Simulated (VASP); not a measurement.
# WC (P-6m2) in VASP: a series of runs, part 2 of 2

VASP 6.6.1. The steps go on from the part before.

## 3. Electric field gradients, LDA, collinear spin

Contents of INCAR:

```
PREC = Accurate
ENCUT = 520
EDIFF = 1E-8
ISMEAR = -1
SIGMA = 0.05
LREAL = False
LASPH = True
NELM = 150
ALGO = Normal
ISIF = 2
LWAVE = False
LCHARG = False
ISPIN = 2
MAGMOM = 2 0
LORBIT = 11
LMAXMIX = 4
GGA = CA
LEFG = True
NBANDS = 20
```

Contents of KPOINTS:

```
regular mesh
0
Gamma
  18 18 16
```

Contents of POSCAR:

```
WC
1.0
    2.8982000000      0.0000000000      0.0000000000
   -1.4491000000      2.5099148252      0.0000000000
    0.0000000000      0.0000000000      2.8314000000
W C
1 1
Direct
    0.0000000000      0.0000000000      0.0000000000
    0.6666666667      0.3333333333      0.5000000000
```

Potentials or basis: VASP PAW LDA potentials, release 64 (W_sv, C).

Launch:

```console
> cat potpaw_LDA.64/W_sv/POTCAR potpaw_LDA.64/C/POTCAR > POTCAR
> mpirun -np 1 vasp_std > vasp.out
```

OUTCAR:

```text
PREC = Accurate
   ENCUT = 520
   EDIFF = 1E-8
   ISMEAR = -1
   LREAL = False
   LASPH = True
   NELM = 150
   ISIF = 2
   ISPIN = 2
   LORBIT = 11
   GGA = CA

 ion  position               nearest neighbor table
   1  0.000  0.000  0.000-   2 2.19   2 2.19   2 2.19   2 2.19   2 2.19   2 2.19
   2  0.667  0.333  0.500-   1 2.19   1 2.19   1 2.19   1 2.19   1 2.19   1 2.19

  LATTYP: Found a hexagonal cell.
 ALAT       =     2.8982000000
 C/A-ratio  =     0.9769512111

  Lattice vectors:

 A1 = (   2.8982000000,   0.0000000000,   0.0000000000)
 A2 = (  -1.4491000000,   2.5099148252,   0.0000000000)
 A3 = (   0.0000000000,   0.0000000000,   2.8314000000)

Analysis of symmetry for initial positions (statically):
=====================================================================
 Subroutine PRICEL returns:
 Original cell was already a primitive cell.

 Routine SETGRP: Setting up the symmetry group for a
 hexagonal supercell.

 Subroutine GETGRP returns: Found 12 space group operations
 (whereof 12 operations were pure point group operations)
 out of a pool of 24 trial point group operations.

The static configuration has the point symmetry D_3h.

Analysis of symmetry for dynamics (positions and initial velocities):
=====================================================================
 Subroutine PRICEL returns:
 Original cell was already a primitive cell.

 Routine SETGRP: Setting up the symmetry group for a
 hexagonal supercell.

 Subroutine GETGRP returns: Found 12 space group operations
[... 1283 lines left out ...]

 [... further k-points ...]
[... 5 lines left out ...]
  --------------------------------------------------------------------------------------
  -------------------------------------------------------------------------------------
  Total       -0.4842949     -0.4842949     -0.7241749     -0.0000000     -0.0000000      0.0000000
  in kB      -37.6731520    -37.6731520    -56.3333358     -0.0000000     -0.0000000      0.0000000
  external PRESSURE =     -43.8932133 kB  Pullay stress =       0.0000000 kB

 VOLUME and BASIS-vectors are now :
 -----------------------------------------------------------------------------
  energy-cutoff  :      520.00
  volume of cell :       20.60
      direct lattice vectors                 reciprocal lattice vectors
     2.898200000  0.000000000  0.000000000     0.345041750  0.199209947  0.000000000
    -1.449100000  2.509914825  0.000000000     0.000000000  0.398419895  0.000000000
     0.000000000  0.000000000  2.831400000     0.000000000  0.000000000  0.353182171

 POSITION                                       TOTAL-FORCE (eV/Angst)
 -----------------------------------------------------------------------------------
      0.00000      0.00000      0.00000        -0.000000     -0.000000      0.000000
      1.44910      0.83664      1.41570         0.000000      0.000000      0.000000
 -----------------------------------------------------------------------------------
    total drift:                                0.000000     -0.000000      0.000000

  FREE ENERGIE OF THE ION-ELECTRON SYSTEM (eV)
  ---------------------------------------------------
  free  energy   TOTEN  =       -24.6982416364 eV

  energy  without entropy=      -24.6956657133  energy(sigma->0) =      -24.69695367

 Electric field gradients (V/A^2)
---------------------------------------------------------------------
 ion       V_xx      V_yy      V_zz      V_xy      V_xz      V_yz
---------------------------------------------------------------------
   1      75.442    75.442  -150.883     0.000    -0.000     0.000
   2       0.034     0.034    -0.068     0.000    -0.000     0.000
---------------------------------------------------------------------

 Electric field gradients after diagonalization (V/A^2)
 (convention: |V_zz| > |V_xx| > |V_yy|)
----------------------------------------------------------------------
 ion       V_xx      V_yy      V_zz     asymmetry (V_yy - V_xx)/ V_zz
----------------------------------------------------------------------
   1      75.442    75.441  -150.883       0.000
   2       0.035     0.034    -0.068       0.015
----------------------------------------------------------------------

           NMR quadrupolar parameters

 Cq : quadrupolar parameter    Cq=e*Q*V_zz/h
 eta: asymmetry parameters     (V_yy - V_xx)/ V_zz
 Q  : nuclear electric quadrupole moment in mb (millibarn)
----------------------------------------------------------------------
 ion       Cq(MHz)       eta       Q (mb)
----------------------------------------------------------------------
   1      -0.365       0.000       1.000
   2      -0.000       0.015       1.000
----------------------------------------------------------------------

 total charge

# of ion       s       p       d       tot
------------------------------------------
    1        2.353   6.429   3.455  12.237
    2        0.845   1.581   0.000   2.427
--------------------------------------------------
tot          3.198   8.010   3.455  14.663

 magnetization (x)

# of ion       s       p       d       tot
------------------------------------------
    1       -0.000  -0.000   0.000   0.000
    2        0.000   0.000   0.000   0.000
--------------------------------------------------
tot          0.000  -0.000   0.000   0.000
```

Run time: 4.5 min. Hardware: 1 thread of Oxide Virtual Turin-like, shared host; peak memory 0.26 GiB.

What came out:

```
Free energy                                           : -24.6982 eV
Pressure                                              : -4.4 GPa
Band gap on the k mesh                                : zero (filled and empty bands overlap)
Net moment                                            : 0.00 μB per cell
Largest electric field gradient by atom               : W -150.9; C -0.1 V/Å²
Valence electrons inside the program's atomic spheres : W 12.24; C 2.43
```

Stress tensor (GPa, compression positive):
```
-3.77  0.00  0.00
 0.00 -3.77  0.00
 0.00  0.00 -5.63
```

Electric field gradients, principal values (V/Å²):
```
atom   least  middle  greatest (by size)
 1 W  75.441  75.442            -150.883
 2 C   0.034   0.035              -0.068
```

Caveat: the cell stands under tension; without QUAD_EFG the Cq values of the log hold for a quadrupole moment of 1 mb, not for the nuclei; spin-orbit coupling is left out, which moves the levels of the heavy elements.

## 4. Electric field gradients, PBEsol, collinear spin

Contents of INCAR:

```
PREC = Accurate
ENCUT = 520
EDIFF = 1E-8
ISMEAR = -1
SIGMA = 0.05
LREAL = F
LASPH = T
NELM = 150
ALGO = Normal
ISIF = 2
LWAVE = F
LCHARG = F
ISPIN = 2
MAGMOM = 2 0
LORBIT = 11
LMAXMIX = 4
GGA = PS
LEFG = T
NBANDS = 20
```

KPOINTS is that of step 3.

POSCAR is that of step 3.

Potentials or basis: VASP PAW PBE potentials, release 64 (W_sv, C).

Launch:

```console
> cat potpaw_PBE.64/W_sv/POTCAR potpaw_PBE.64/C/POTCAR > POTCAR
> mpirun -np 1 vasp_std > vasp.out
```

OUTCAR:

```text
PREC = Accurate
   ENCUT = 520
   EDIFF = 1E-8
   ISMEAR = -1
   LREAL = F
   LASPH = T
   NELM = 150
   ISIF = 2
   ISPIN = 2
   LORBIT = 11
   GGA = PS

 ion  position               nearest neighbor table
   1  0.000  0.000  0.000-   2 2.19   2 2.19   2 2.19   2 2.19   2 2.19   2 2.19
   2  0.667  0.333  0.500-   1 2.19   1 2.19   1 2.19   1 2.19   1 2.19   1 2.19

  LATTYP: Found a hexagonal cell.
 ALAT       =     2.8982000000
 C/A-ratio  =     0.9769512111

  Lattice vectors:

 A1 = (   2.8982000000,   0.0000000000,   0.0000000000)
 A2 = (  -1.4491000000,   2.5099148252,   0.0000000000)
 A3 = (   0.0000000000,   0.0000000000,   2.8314000000)

Analysis of symmetry for initial positions (statically):
=====================================================================
 Subroutine PRICEL returns:
 Original cell was already a primitive cell.

 Routine SETGRP: Setting up the symmetry group for a
 hexagonal supercell.

 Subroutine GETGRP returns: Found 12 space group operations
 (whereof 12 operations were pure point group operations)
 out of a pool of 24 trial point group operations.

The static configuration has the point symmetry D_3h.

Analysis of symmetry for dynamics (positions and initial velocities):
=====================================================================
 Subroutine PRICEL returns:
 Original cell was already a primitive cell.

 Routine SETGRP: Setting up the symmetry group for a
 hexagonal supercell.

 Subroutine GETGRP returns: Found 12 space group operations
 (whereof 12 operations were pure point group operations)
 out of a pool of 24 trial point group operations.

The dynamic configuration has the point symmetry D_3h.

Analysis of structural, dynamic, and magnetic symmetry:
=====================================================================
 Subroutine PRICEL returns:
 Original cell was already a primitive cell.

 Routine SETGRP: Setting up the symmetry group for a
 hexagonal supercell.

 Subroutine GETGRP returns: Found 12 space group operations
 (whereof 12 operations were pure point group operations)
 out of a pool of 24 trial point group operations.

The overall configuration has the point symmetry D_3h.

 Subroutine INISYM returns: Found 12 space group operations
 (whereof 12 operations are pure point group operations),
 and found     1 'primitive' translations

----------------------------------------------------------------------------------------

                                     Primitive cell

  volume of cell :      20.5963

  direct lattice vectors                    reciprocal lattice vectors
     2.898200000  0.000000000  0.000000000     0.345041750  0.199209947  0.000000000
    -1.449100000  2.509914825  0.000000000     0.000000000  0.398419895  0.000000000
     0.000000000  0.000000000  2.831400000     0.000000000  0.000000000  0.353182171

  length of vectors
     2.898200000  2.898200000  2.831400000     0.398419895  0.398419895  0.353182171
[... 104 lines left out ...]
  Thomas-Fermi vector in A             =   2.667710
   LORBIT       =     11    0 simple, 1 ext, 2 COOP (PROOUT), +10 PAW based schemes
   GGA     = PS    functional components
   LHFCALC =     F    Hartree Fock is set to
   AEXX    =    0.0000 exact exchange contribution
   IVDW    =     0    specifies the selected vdW correction
   LEPSILON=     F    determine dielectric tensor
   LRPA    =     F    only Hartree local field effects (RPA)
 spin polarized calculation
  energy-cutoff  :      520.00
  volume of cell :       20.60
 maximum number of plane-waves:       580
 NGX is ok and might be reduce to    24
   NGX = 11   NGY = 11   NGZ = 11

 number of electron      18.0000000 magnetization      -0.0000046

 number of electron      18.0000000 magnetization       0.0000016

 Free energy of the ion-electron system (eV)
  ---------------------------------------------------
  ext. energy  EPLUGINS =         0.00000000
  ---------------------------------------------------
  free energy    TOTEN  =       -23.90082723 eV

  energy without entropy =      -23.89835450  energy(sigma->0) =      -23.89959087

 E-fermi :  11.0441     XC(G=0): -13.9700

 val. band max:       11.0388751501   @ k =   0.3333   0.3333   0.0625
 cond. band min:      11.0544316596   @ k =   0.4444   0.0000   0.5000
 fundamental gap:      0.0155565095
 Fermi energy:        11.0440632829

 spin component 1

 k-point     1 :       0.0000    0.0000    0.0000
  band No.  band energies     occupation
      1     -62.8802      1.00000
      2     -26.8688      1.00000
      3     -26.7596      1.00000
      4     -26.7596      1.00000
      5      -3.4450      1.00000
      6       6.6646      1.00000
[... 541 lines left out ...]
     19      35.5552      0.00000
     20      38.1663      0.00000

 [... further k-points ...]

 spin component 2

 k-point     1 :       0.0000    0.0000    0.0000
  band No.  band energies     occupation
      1     -62.8802      1.00000
      2     -26.8688      1.00000
      3     -26.7596      1.00000
      4     -26.7596      1.00000
      5      -3.4450      1.00000
      6       6.6646      1.00000
[... 541 lines left out ...]
     19      35.5552      0.00000
     20      38.1663      0.00000

 [... further k-points ...]
[... 5 lines left out ...]
  --------------------------------------------------------------------------------------
  -------------------------------------------------------------------------------------
  Total        0.1309763      0.1309763      0.0353436      0.0000000      0.0000000      0.0000000
  in kB       10.1886016     10.1886016      2.7493680      0.0000000      0.0000000      0.0000000
  external PRESSURE =       7.7088571 kB  Pullay stress =       0.0000000 kB

 VOLUME and BASIS-vectors are now :
 -----------------------------------------------------------------------------
  energy-cutoff  :      520.00
  volume of cell :       20.60
      direct lattice vectors                 reciprocal lattice vectors
     2.898200000  0.000000000  0.000000000     0.345041750  0.199209947  0.000000000
    -1.449100000  2.509914825  0.000000000     0.000000000  0.398419895  0.000000000
     0.000000000  0.000000000  2.831400000     0.000000000  0.000000000  0.353182171

 POSITION                                       TOTAL-FORCE (eV/Angst)
 -----------------------------------------------------------------------------------
      0.00000      0.00000      0.00000        -0.000000      0.000000      0.000000
      1.44910      0.83664      1.41570         0.000000     -0.000000      0.000000
 -----------------------------------------------------------------------------------
    total drift:                                0.000000     -0.000000      0.000000

  FREE ENERGIE OF THE ION-ELECTRON SYSTEM (eV)
  ---------------------------------------------------
  free  energy   TOTEN  =       -23.9008272330 eV

  energy  without entropy=      -23.8983544982  energy(sigma->0) =      -23.89959087

 Electric field gradients (V/A^2)
---------------------------------------------------------------------
 ion       V_xx      V_yy      V_zz      V_xy      V_xz      V_yz
---------------------------------------------------------------------
   1      71.330    71.330  -142.660     0.000     0.000    -0.000
   2       0.037     0.038    -0.075     0.000     0.000    -0.000
---------------------------------------------------------------------

 Electric field gradients after diagonalization (V/A^2)
 (convention: |V_zz| > |V_xx| > |V_yy|)
----------------------------------------------------------------------
 ion       V_xx      V_yy      V_zz     asymmetry (V_yy - V_xx)/ V_zz
----------------------------------------------------------------------
   1      71.330    71.330  -142.660       0.000
   2       0.038     0.037    -0.075       0.012
----------------------------------------------------------------------

           NMR quadrupolar parameters

 Cq : quadrupolar parameter    Cq=e*Q*V_zz/h
 eta: asymmetry parameters     (V_yy - V_xx)/ V_zz
 Q  : nuclear electric quadrupole moment in mb (millibarn)
----------------------------------------------------------------------
 ion       Cq(MHz)       eta       Q (mb)
----------------------------------------------------------------------
   1      -0.345       0.000       1.000
   2      -0.000       0.012       1.000
----------------------------------------------------------------------

 total charge

# of ion       s       p       d       tot
------------------------------------------
    1        2.353   6.434   3.432  12.219
    2        0.849   1.569   0.000   2.418
--------------------------------------------------
tot          3.202   8.003   3.432  14.637

 magnetization (x)

# of ion       s       p       d       tot
------------------------------------------
    1        0.000   0.000  -0.000  -0.000
    2        0.000   0.000   0.000   0.000
--------------------------------------------------
tot          0.000   0.000  -0.000  -0.000
```

Wall time 8.2 min (1 thread of Oxide Virtual Turin-like, shared host); peak memory 0.28 GiB.

Results:

- Free energy: -23.9008 eV
- Pressure: 0.8 GPa
- Band gap on the k mesh: zero (filled and empty bands overlap)
- Net moment: 0.00 μB per cell
- Largest electric field gradient by atom: W -142.7; C -0.1 V/Å²
- Valence electrons inside the program's atomic spheres: W 12.22; C 2.42

Electric field gradients, principal values (V/Å²):
| atom | least | middle | greatest (by size) |
| --- | --- | --- | --- |
| 1 W | 71.330 | 71.330 | -142.660 |
| 2 C | 0.037 | 0.038 | -0.075 |

Caveat: without QUAD_EFG the Cq values of the log hold for a quadrupole moment of 1 mb, not for the nuclei; the PAW data sets were made with another functional, which shifts forces and pressure a little; spin-orbit coupling is left out, which moves the levels of the heavy elements.

## 5. The runs side by side

```tsv
level	potentials or basis	k mesh	smearing	gap on the mesh (eV)	pressure (GPa)	moment (μB)
PBE	VASP PAW PBE potentials, release 64 (W_sv, C)	17 × 17 × 15	fermi-dirac 0.02 eV	none	9.8	0.00
LDA	VASP PAW LDA potentials, release 64 (W_sv, C)	18 × 18 × 16	fermi-dirac 0.05 eV	none	-4.4	0.00
PBEsol	VASP PAW PBE potentials, release 64 (W_sv, C)	18 × 18 × 16	fermi-dirac 0.05 eV	none	0.8	0.00
```

Alike in all rows: task electric field gradients; spin collinear; cell as given; cutoff (eV) 520.

Caveats: spin-orbit coupling is left out, which moves the levels of the heavy elements; the cell stands under pressure (at least some runs); the cell stands under tension (at least some runs); the PAW data sets were made with another functional, which shifts forces and pressure a little (at least some runs).

Absolute energies hang on the potentials; compare differences alone.

The gap in the log of VASP goes by the Fermi energy; the results here count the filled bands.